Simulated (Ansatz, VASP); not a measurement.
# Two plane-wave programs on Be3Cd2S

```
Be Cd S
1.0
     3.98987    0.00000    0.00000
    -1.99494    3.45533    0.00000
     0.00000    0.00000    8.69173
Be Cd S
3 2 1
Cartesian
  1.9949 1.1518 4.3459
  0.0000 0.0000 0.0000
  0.0000 0.0000 4.3459
  0.0000 2.3036 2.1875
  0.0000 2.3036 6.5043
  1.9949 1.1518 0.0000
```

Change from the starting cell: species swapped into the Sr2Al3Ge type (P-6m2, No. 187).

Alike in both runs: task relaxation of cell and atoms; functional PBE; k mesh 6 × 6 × 2; occupations gaussian, width 0.1 eV; no spin polarisation.

```csv
,VASP,Ansatz
version,VASP 6.6.1,Ansatz 0.2.0
potentials or method,"VASP PAW PBE potentials, release 64 (Be, Cd, S), cutoff 600 eV","scalar-relativistic, plane waves, PAW"
valence electrons in the cell,36,52
```

|  | VASP | Ansatz | Ansatz less VASP |
| --- | --- | --- | --- |
| gap on the k mesh at the Fermi level, each at its own relaxed structure (eV) | none | none | - |
| relaxed volume (Å³/atom) | 17.30 | 17.39 | +0.088 |
| relaxed length of the cell vector where the two differ most in proportion (Å) | 8.877 | 8.978 | +0.1015 |

A gap of «none» marks a metal or a gap that the smearing closes. VASP's potentials hold 36 valence electrons a cell and Ansatz's 52, so a difference there can come from the potentials and not from the codes.

The k mesh is coarse, so the values compare programs but aren't converged.
